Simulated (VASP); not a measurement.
Here is a VASP 6.6.1 calculation.

INCAR

```
PREC = Accurate
ENCUT = 600
EDIFF = 1E-6
ISMEAR = 0
SIGMA = 0.02
LREAL = False
LASPH = True
NELM = 120
ALGO = Normal
ISIF = 2
LWAVE = False
LCHARG = False
GGA = PE
NBANDS = 37
GGA_COMPAT = False
```

The input KPOINTS:

```
regular mesh
0
Gamma
  8 8 8
```

Contents of POSCAR:

```
Cu2O
1.0
    4.2989496395      0.0000000000      0.0000000000
    0.0000000000      4.2989496395      0.0000000000
    0.0000000000      0.0000000000      4.2989496395
Cu O
4 2
Direct
    0.2500000000      0.2500000000      0.7500000000
    0.7500000000      0.2500000000      0.2500000000
    0.2500000000      0.7500000000      0.2500000000
    0.7500000000      0.7500000000      0.7500000000
    0.5000000000      0.5000000000      0.5000000000
    0.0000000000      0.0000000000      0.0000000000
```

Potentials or basis: VASP PAW PBE potentials, release 64 (Cu, O).

Launch:

```console
$ cat potpaw_PBE.64/Cu/POTCAR potpaw_PBE.64/O/POTCAR > POTCAR
$ mpirun -np 1 vasp_std > vasp.out
```

(1) Predict the pressure.

(2) What does it give for the band gap on the k mesh?

## Answers

(1) 0.6 GPa.

(2) 0.48 eV.

Caveat: semilocal functionals underestimate gaps, and a narrow one can read as zero.
